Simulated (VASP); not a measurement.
# Na2S (Fm-3m) in VASP: notebook

Na2S is run at these levels: PBEsol; tasks: vibrations by perturbation theory.

All numbers are computed with VASP 6.6.1; they aren't measurements. Logs are shortened: lines on timing, memory, paths and dates and some standing lists are left out, and cuts for length are marked.

## (1) The cell of the first run

The structure is cubic, space group Fm-3m (No. 225). Conventional cell: a = 5.926 Å, b = 5.926 Å, c = 5.926 Å, α = 90.00°, β = 90.00°, γ = 90.00°. Na (site symmetry -43m) has 4 S at 2.57 Å and 6 Na at 2.96 Å within 3.4 Å. Within 3.4 Å of S (site symmetry m-3m) lie 8 Na at 2.57 Å.

## (2) Vibrations by perturbation theory, PBEsol

File INCAR:

```
SYSTEM = Na2S
PREC = Accurate
ENCUT = 500
EDIFF = 1E-8
ISMEAR = 0
SIGMA = 0.01
LREAL = .False.
LASPH = .True.
NELM = 120
ALGO = Normal
ISIF = 2
LWAVE = .False.
LCHARG = .False.
GGA = PS
IBRION = 8
NSW = 1
GGA_COMPAT = .False.
```

File KPOINTS:

```
regular mesh
0
Gamma
  6 6 6
  0 0 0
```

File POSCAR:

```
Na2S
1.0
    2.9628299537      2.9628299537      0.0000000000
   -2.9628299537      2.9628299537      0.0000000000
    0.0000000000      2.9628299537      2.9628299537
Na S
2 1
Direct
    0.2500000000      0.7500000000      0.5000000000
    0.7500000000      0.2500000000      0.5000000000
    0.0000000000      0.0000000000      0.0000000000
```

Potentials or basis: VASP PAW PBE potentials, release 64 (Na_pv, S).

Run with:

```bash
> cat potpaw_PBE.64/Na_pv/POTCAR potpaw_PBE.64/S/POTCAR > POTCAR
> mpirun -np 1 vasp_std > vasp.out
```

OUTCAR:

```text
SYSTEM = Na2S
   PREC = Accurate
   ENCUT = 500
   EDIFF = 1E-8
   ISMEAR = 0
   LREAL = .False.
   LASPH = .True.
   NELM = 120
   ISIF = 2
   GGA = PS
   IBRION = 8
   NSW = 1

 ion  position               nearest neighbor table
   1  0.250  0.750  0.500-   3 2.57   3 2.57   3 2.57   3 2.57
   2  0.750  0.250  0.500-   3 2.57   3 2.57   3 2.57   3 2.57
   3  0.000  0.000  0.000-   2 2.57   1 2.57   1 2.57   2 2.57   1 2.57   2 2.57   2 2.57   1 2.57

  LATTYP: Found a face centered cubic cell.
 ALAT       =     5.9256599074

  Lattice vectors:

 A1 = (   0.0000000000,   2.9628299537,   2.9628299537)
 A2 = (   2.9628299537,   0.0000000000,   2.9628299537)
 A3 = (   2.9628299537,   2.9628299537,   0.0000000000)

Analysis of symmetry for initial positions (statically):
=====================================================================
 Subroutine PRICEL returns:
 Original cell was already a primitive cell.

 Routine SETGRP: Setting up the symmetry group for a
 face centered cubic supercell.

 Subroutine GETGRP returns: Found 48 space group operations
 (whereof 48 operations were pure point group operations)
 out of a pool of 48 trial point group operations.

The static configuration has the point symmetry O_h .

Analysis of symmetry for dynamics (positions and initial velocities):
=====================================================================
 Subroutine PRICEL returns:
 Original cell was already a primitive cell.

 Routine SETGRP: Setting up the symmetry group for a
 face centered cubic supercell.

 Subroutine GETGRP returns: Found 48 space group operations
 (whereof 48 operations were pure point group operations)
 out of a pool of 48 trial point group operations.

The dynamic configuration has the point symmetry O_h .

 Subroutine INISYM returns: Found 48 space group operations
 (whereof 48 operations are pure point group operations),
 and found     1 'primitive' translations

----------------------------------------------------------------------------------------

                                     Primitive cell

  volume of cell :      52.0176

  direct lattice vectors                    reciprocal lattice vectors
     2.962829954  2.962829954  0.000000000     0.168757576  0.168757576 -0.168757576
    -2.962829954  2.962829954  0.000000000    -0.168757576  0.168757576 -0.168757576
     0.000000000  2.962829954  2.962829954     0.000000000  0.000000000  0.337515151

  length of vectors
     4.190074304  4.190074304  4.190074304     0.292296695  0.292296695  0.337515151

  position of ions in fractional coordinates (direct lattice)
     0.250000000  0.750000000  0.500000000
     0.750000000  0.250000000  0.500000000
     0.000000000  0.000000000  0.000000000

  ion indices of the primitive-cell ions
   primitive index   ion index
                 1           1
                 2           2
                 3           3

----------------------------------------------------------------------------------------

 KPOINTS: regular mesh

Automatic generation of k-mesh.
 Grid dimensions read from file:
 generate k-points for:    6    6    6

 Generating k-lattice:

  Cartesian coordinates                     Fractional coordinates (reciprocal lattice)
     0.028126263  0.028126263 -0.028126263     0.166666667  0.000000000  0.000000000
    -0.028126263  0.028126263 -0.028126263     0.000000000  0.166666667  0.000000000
[... 90 lines left out ...]
 number of electron      20.0000019 magnetization

 Free energy of the ion-electron system (eV)
  ---------------------------------------------------
  ext. energy  EPLUGINS =         0.00000000
  ---------------------------------------------------
  free energy    TOTEN  =        -9.74835416 eV

  energy without entropy =       -9.74835416  energy(sigma->0) =       -9.74835416

 E-fermi :   1.7032     XC(G=0):  -9.1589

 val. band max:        1.6464678972   @ k =   0.0000   0.0000   0.0000
 cond. band min:       5.1077533917   @ k =   0.0000   0.0000   0.0000
 fundamental gap:      3.4612854945
 Fermi energy:         1.7032221543

 k-point     1 :       0.0000    0.0000    0.0000
  band No.  band energies     occupation
      1     -19.9601      2.00000
      2     -19.9601      2.00000
      3     -19.9601      2.00000
      4     -19.8241      2.00000
      5     -19.8241      2.00000
      6     -19.8241      2.00000
      7      -9.0087      2.00000
      8       1.6465      2.00000
      9       1.6465      2.00000
     10       1.6465      2.00000
     11       5.1078      0.00000
     12      10.3547      0.00000
     13      10.3547      0.00000
     14      10.3547      0.00000
[... 241 lines left out ...]
      1     -20.0416      2.00000
      2     -20.0069      2.00000
      3     -19.9489      2.00000
      4     -19.8523      2.00000
      5     -19.7990      2.00000
      6     -19.7896      2.00000
      7      -8.2930      2.00000
      8      -0.0372      2.00000
      9       0.6644      2.00000
     10       0.9270      2.00000
     11       6.1951      0.00000
     12       9.3534      0.00000
     13      10.7338      0.00000
     14      11.3209      0.00000

------------------------ aborting loop because EDIFF is reached ----------------------------------------

  FORCE on cell =-STRESS in cart. coord.  units (eV):
  Direction    XX          YY          ZZ          XY          YZ          ZX
  --------------------------------------------------------------------------------------
  -------------------------------------------------------------------------------------
  Total        4.9411984      4.9411984      4.9411984     -0.0000000      0.0000000     -0.0000000
  in kB      152.1923068    152.1923068    152.1923068     -0.0000000      0.0000000     -0.0000000
  external PRESSURE =     152.1923068 kB  Pullay stress =       0.0000000 kB

 VOLUME and BASIS-vectors are now :
 -----------------------------------------------------------------------------
  energy-cutoff  :      500.00
  volume of cell :       52.02
      direct lattice vectors                 reciprocal lattice vectors
     2.962829954  2.962829954  0.000000000     0.168757576  0.168757576 -0.168757576
    -2.962829954  2.962829954  0.000000000    -0.168757576  0.168757576 -0.168757576
     0.000000000  2.962829954  2.962829954     0.000000000  0.000000000  0.337515151

 POSITION                                       TOTAL-FORCE (eV/Angst)
 -----------------------------------------------------------------------------------
     -1.48141      4.44424      1.48141         0.000000      0.000000     -0.000000
      1.48141      4.44424      1.48141        -0.000000     -0.000000      0.000000
      0.00000      0.00000      0.00000         0.000000     -0.000000      0.000000
 -----------------------------------------------------------------------------------
    total drift:                                0.000000     -0.000000     -0.000000

  FREE ENERGIE OF THE ION-ELECTRON SYSTEM (eV)
  ---------------------------------------------------
  free  energy   TOTEN  =        -9.7483541580 eV

  energy  without entropy=       -9.7483541580  energy(sigma->0) =       -9.74835416

[... ionic steps 2 to 9 ...]

--------------------------------------- Ionic step       10  -------------------------------------------

 Free energy of the ion-electron system (eV)
  ---------------------------------------------------
  ---------------------------------------------------
  free energy    TOTEN  =        -0.11204235 eV

  energy without entropy =       -0.11204235

------------------------ aborting loop because EDIFF is reached ----------------------------------------

 INTERNAL STRAIN TENSOR  FOR ION    3  DIRECTION 1   (eV/Angst):
 -----------------------------------------------------------------------------
     0.01023  0.00000  0.00000
     0.00000 -0.00532  0.00000
     0.00000  0.00000 -0.00532

 INTERNAL STRAIN TENSOR FOR ION    3 for displacements in x,y,z  (eV/Angst):
          X           Y           Z          XY          YZ          ZX
  --------------------------------------------------------------------------------
  x     0.00000     0.00000     0.00000     0.00000     0.00000     0.00000
  y     0.00000     0.00000     0.00000     0.00000     0.00000     0.00000
  z     0.00000     0.00000     0.00000     0.00000     0.00000     0.00000

 SECOND DERIVATIVES (NOT SYMMETRIZED)
 ------------------------------------
               1X          1Y          1Z          2X          2Y          2Z          3X          3Y          3Z
  1X    -5.060337    0.000000    0.000000    1.191854    0.000000    0.000000    3.868483   -0.000000    0.000000
  1Y     0.000000   -5.060337    0.000000    0.000000    1.191854    0.000000    0.000000    3.868483   -0.000000
  1Z     0.000000    0.000000   -5.060337    0.000000    0.000000    1.191854   -0.000000   -0.000000    3.868483
  2X     1.191854    0.000000    0.000000   -5.060337    0.000000    0.000000    3.868483   -0.000000    0.000000
  2Y     0.000000    1.191854    0.000000    0.000000   -5.060337    0.000000    0.000000    3.868483   -0.000000
  2Z     0.000000    0.000000    1.191854    0.000000    0.000000   -5.060337   -0.000000   -0.000000    3.868483
  3X     3.861078   -0.000000   -0.000000    3.861078    0.000000    0.000000   -7.722156    0.000000   -0.000000
  3Y     0.000000    3.861078    0.000000    0.000000    3.861078   -0.000000   -0.000000   -7.722156    0.000000
  3Z     0.000000    0.000000    3.861078    0.000000   -0.000000    3.861078    0.000000    0.000000   -7.722156

 Eigenvectors and eigenvalues of the dynamical matrix
 ----------------------------------------------------

   1 f  =    9.999069 THz    62.826001 2PiTHz  333.533028 cm-1    41.352807 meV
             X         Y         Z           dx          dy          dz
     -1.481415  4.444245  1.481415    -0.115723   -0.438486   -0.000000
      1.481415  4.444245  1.481415    -0.115723   -0.438486    0.000000
      0.000000  0.000000  0.000000     0.195785    0.741852    0.000000
[... 43 lines left out ...]
   9 f/i=    0.004714 THz     0.029617 2PiTHz    0.157234 cm-1     0.019494 meV
             X         Y         Z           dx          dy          dz
     -1.481415  4.444245  1.481415    -0.528775   -0.121389   -0.000000
      1.481415  4.444245  1.481415    -0.528775   -0.121389    0.000000
      0.000000  0.000000  0.000000    -0.625086   -0.143499    0.000000

--------------------------------------------------------------------------------------------------------

 ELASTIC MODULI CONTR FROM IONIC RELAXATION (kBar)
 Direction    XX          YY          ZZ          XY          YZ          ZX
 --------------------------------------------------------------------------------
 XX          -0.0000     -0.0000     -0.0000      0.0000      0.0000     -0.0000
 YY          -0.0000     -0.0000     -0.0000      0.0000      0.0000     -0.0000
 ZZ          -0.0000     -0.0000     -0.0000     -0.0000      0.0000     -0.0000
 XY           0.0000      0.0000     -0.0000   -357.8199     -0.0000     -0.0000
 YZ           0.0000      0.0000      0.0000     -0.0000   -357.8199     -0.0000
 ZX          -0.0000     -0.0000     -0.0000     -0.0000     -0.0000   -357.8199
 --------------------------------------------------------------------------------
```

Run time: 69 s. Hardware: 1 thread of Intel Xeon Platinum 8559C (Emerald Rapids), shared host; peak memory 0.23 GiB.

Results:

- Highest phonon frequency at Γ, LO-TO splitting left out: 334 cm⁻¹

Phonon frequencies in cm⁻¹ (negative: imaginary):
```
              q point                    frequencies
(0.000, 0.000, 0.000)  0 0 0 272 272 272 334 334 334
```

Caveat: the cell stands under pressure or tension, which shifts response properties; the PAW data sets were made with another functional, which shifts forces and pressure a little.

## (3) Vibrations by perturbation theory, PBEsol

This run uses another cell than the first one, of 18.50 Å³/atom.

File INCAR:

```
ALGO     = Normal         # electronic algorithm
EDIFF    = 1E-8           # SCF threshold, eV
ENCUT    = 500            # plane-wave cutoff, eV
GGA      = PS             # functional
GGA_COMPAT= False        
IBRION   = 8              # ionic algorithm
ISIF     = 2              # what is computed and relaxed
ISMEAR   = 0              # smearing method
LASPH    = True           # aspherical terms in the spheres
LCHARG   = False          # write CHGCAR
LREAL    = False          # projectors in reciprocal space
LWAVE    = False          # write WAVECAR
NBANDS   = 17             # bands
NELM     = 120            # most SCF steps
NSW      = 1              # ionic steps
PREC     = Accurate       # precision mode
SIGMA    = 0.01           # smearing width, eV
```

File KPOINTS:

```
k-points
0
Gamma
  6 6 6
```

File POSCAR:

```
Na2S
1.0
    3.0273672000      3.0273672000      0.0000000000
   -3.0273672000      3.0273672000      0.0000000000
    0.0000000000      3.0273672000      3.0273672000
Na S
2 1
Direct
    0.2500000000      0.7500000000      0.5000000000
    0.7500000000      0.2500000000      0.5000000000
    0.0000000000      0.0000000000      0.0000000000
```

Potentials or basis: VASP PAW PBE potentials, release 64 (Na_pv, S).

Run with:

```bash
> cat potpaw_PBE.64/Na_pv/POTCAR potpaw_PBE.64/S/POTCAR > POTCAR
> mpirun -np 1 vasp_std > vasp.out
```

OUTCAR:

```text
EDIFF = 1E-8
   ENCUT = 500
   GGA = PS
   IBRION = 8
   ISIF = 2
   ISMEAR = 0
   LASPH = True
   LREAL = False
   NELM = 120
   NSW = 1
   PREC = Accurate

 ion  position               nearest neighbor table
   1  0.250  0.750  0.500-   3 2.62   3 2.62   3 2.62   3 2.62
   2  0.750  0.250  0.500-   3 2.62   3 2.62   3 2.62   3 2.62
   3  0.000  0.000  0.000-   2 2.62   1 2.62   2 2.62   1 2.62   1 2.62   2 2.62   1 2.62   2 2.62

  LATTYP: Found a face centered cubic cell.
 ALAT       =     6.0547344000

  Lattice vectors:

 A1 = (   0.0000000000,   3.0273672000,   3.0273672000)
 A2 = (   3.0273672000,   0.0000000000,   3.0273672000)
 A3 = (   3.0273672000,   3.0273672000,   0.0000000000)

Analysis of symmetry for initial positions (statically):
=====================================================================
 Subroutine PRICEL returns:
[... 548 lines left out ...]
  x     0.00000     0.00000     0.00000     0.00000     0.00000     0.00000
  y     0.00000     0.00000     0.00000     0.00000     0.00000     0.00000
  z     0.00000     0.00000     0.00000     0.00000     0.00000     0.00000

 SECOND DERIVATIVES (NOT SYMMETRIZED)
 ------------------------------------
               1X          1Y          1Z          2X          2Y          2Z          3X          3Y          3Z
  1X    -4.173040    0.000000    0.000000    1.044871    0.000000    0.000000    3.128169    0.000000    0.000000
  1Y     0.000000   -4.173040    0.000000    0.000000    1.044871    0.000000    0.000000    3.128169    0.000000
  1Z     0.000000    0.000000   -4.173040    0.000000    0.000000    1.044871    0.000000    0.000000    3.128169
  2X     1.044871    0.000000    0.000000   -4.173040    0.000000    0.000000    3.128169    0.000000    0.000000
  2Y     0.000000    1.044871    0.000000    0.000000   -4.173040    0.000000    0.000000    3.128169    0.000000
  2Z     0.000000    0.000000    1.044871    0.000000    0.000000   -4.173040    0.000000    0.000000    3.128169
  3X     3.160116    0.000000    0.000000    3.160116    0.000000    0.000000   -6.320231    0.000000   -0.000000
  3Y     0.000000    3.160116    0.000000    0.000000    3.160116    0.000000   -0.000000   -6.320231    0.000000
  3Z     0.000000    0.000000    3.160116    0.000000    0.000000    3.160116    0.000000    0.000000   -6.320231

 Eigenvectors and eigenvalues of the dynamical matrix
 ----------------------------------------------------

   1 f  =    9.023670 THz    56.697392 2PiTHz  300.997239 cm-1    37.318885 meV
             X         Y         Z           dx          dy          dz
     -1.513684  4.541051  1.513684     0.350401    0.285345   -0.000000
      1.513684  4.541051  1.513684     0.350401    0.285345    0.000000
      0.000000  0.000000  0.000000    -0.596413   -0.485682    0.000000
[... 43 lines left out ...]
   9 f/i=    0.022534 THz     0.141584 2PiTHz    0.751648 cm-1     0.093192 meV
             X         Y         Z           dx          dy          dz
     -1.513684  4.541051  1.513684     0.000000    0.000000    0.543873
      1.513684  4.541051  1.513684     0.000000    0.000000    0.543873
      0.000000  0.000000  0.000000     0.000000    0.000000    0.639065

--------------------------------------------------------------------------------------------------------

 ELASTIC MODULI CONTR FROM IONIC RELAXATION (kBar)
 Direction    XX          YY          ZZ          XY          YZ          ZX
 --------------------------------------------------------------------------------
 XX          -0.0000     -0.0000      0.0000      0.0000     -0.0000     -0.0000
 YY          -0.0000     -0.0000      0.0000      0.0000     -0.0000     -0.0000
 ZZ           0.0000      0.0000     -0.0000     -0.0000      0.0000      0.0000
 XY           0.0000      0.0000     -0.0000   -242.2406      0.0000     -0.0000
 YZ          -0.0000     -0.0000      0.0000      0.0000   -242.2406      0.0000
 ZX          -0.0000     -0.0000      0.0000     -0.0000      0.0000   -242.2406
 --------------------------------------------------------------------------------
```

OSZICAR:

```text
N       E                     dE             d eps       ncg     rms          rms(c)
DAV:   1     0.155307355448E+03    0.15531E+03   -0.10590E+04   544   0.129E+03
DAV:   2    -0.225640135932E+00   -0.15553E+03   -0.15043E+03   593   0.340E+02
DAV:   3    -0.106378266820E+02   -0.10412E+02   -0.10353E+02   690   0.875E+01
DAV:   4    -0.108158683110E+02   -0.17804E+00   -0.17783E+00   666   0.121E+01
[... 46 lines left out ...]
RMM:  18    -0.111924271315E+00   -0.27891E-08   -0.45954E-07  1836   0.191E-04    0.137E-06
RMM:  19    -0.111924268810E+00    0.25053E-08   -0.49260E-07  1682   0.191E-04    0.438E-07
RMM:  20    -0.111924268465E+00    0.34434E-09   -0.55333E-07  1544   0.191E-04    0.383E-07
RMM:  21    -0.111924267985E+00    0.47990E-09   -0.58818E-07  1501   0.191E-04    0.273E-07
RMM:  22    -0.111924267318E+00    0.66743E-09   -0.61878E-07  1534   0.191E-04    0.110E-07
RMM:  23    -0.111924266912E+00    0.40548E-09   -0.63902E-07  1538   0.191E-04    0.343E-08
 Linear response finished
```

stdout:

```text
POSCAR found type information on POSCAR NaS
 POSCAR found :  2 types and       3 ions
 scaLAPACK will be used
 -----------------------------------------------------------------------------
|                                                                             |
|                                                                             |
|     You enforced a specific xc type in the INCAR file but a different       |
|     I HOPE YOU KNOW WHAT YOU ARE DOING!                                     |
|                                                                             |
 -----------------------------------------------------------------------------

 LDA part: xc-table for (Slater+PW92), standard interpolation
 POSCAR, INCAR and KPOINTS ok, starting setup
 FFT: planning ... GRIDC
 FFT: planning ... GRID_SOFT
 FFT: planning ... GRID
 WAVECAR not read
 entering main loop
 Linear response reoptimize wavefunctions to high precision
 Linear response DOF=           2
 Linear response progress:
 first order change of Fermi-energy   0.34900E-01
 force on displaced ion       1 direction 1 :  -4.173  -0.000   0.000
 Linear response progress:
 first order change of Fermi-energy  -0.28430E-02
 force on displaced ion       3 direction 1 :  -6.320   0.000  -0.000
 Linear response finished
```

Run time: 77 s. Hardware: 1 thread of Intel Xeon Platinum 8559C (Emerald Rapids), shared host; peak memory 0.24 GiB.

What came out:

```yaml
Highest_phonon_frequency_at_Γ_LO-TO_splitting_left_out: 301 cm⁻¹
```

Phonon frequencies in cm⁻¹ (negative: imaginary):
| q point | frequencies |
| --- | --- |
| (0.000, 0.000, 0.000) | -1 -1 -1 248 248 248 301 301 301 |

Caveat: the cell stands under pressure or tension, which shifts response properties; the PAW data sets were made with another functional, which shifts forces and pressure a little.

(Part 1 of 2 ends here.)
